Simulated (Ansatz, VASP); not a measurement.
## CaSe in VASP and in Ansatz

```
CELL_PARAMETERS angstrom
-0.14780 2.95600 2.95600
2.95600 -0.14780 2.95600
2.80820 2.80820 0.00000
ATOMIC_POSITIONS crystal
Ca 0.00000 0.00000 0.00000
Se 0.50000 0.50000 0.50000
```

Change from the starting cell: strain -0.1000 x Voigt [0, 0, 0, 0, 0, 1], atoms carried along.

Alike in both runs: task single point; functional PBEsol; k mesh 8 × 8 × 8; occupations gaussian, width 0.05 eV; no spin polarisation.

```csv
,VASP,Ansatz
version,VASP 6.6.1,Ansatz 0.2.0
potentials or method,"VASP PAW PBE potentials, release 64 (Ca_sv, Se), cutoff 520 eV","scalar-relativistic, plane waves, PAW"
valence electrons in the cell,16,26
```

```tsv
	VASP	Ansatz	Ansatz less VASP
gap on the k mesh at the Fermi level (eV)	1.56	1.57	+0.012
least direct gap on the mesh (eV)	2.39	2.40	+0.011
pressure (GPa)	-0.9	-1.1	-0.19
traceless stress, the component that is largest in VASP (GPa)	2.76	2.78	+0.015
```

VASP's potentials were made for PBE, not for PBEsol. With one functional, cell and mesh, what is left measures potentials, basis and numerics. VASP's potentials hold 16 valence electrons a cell and Ansatz's 26, so a difference there can come from the potentials and not from the codes.
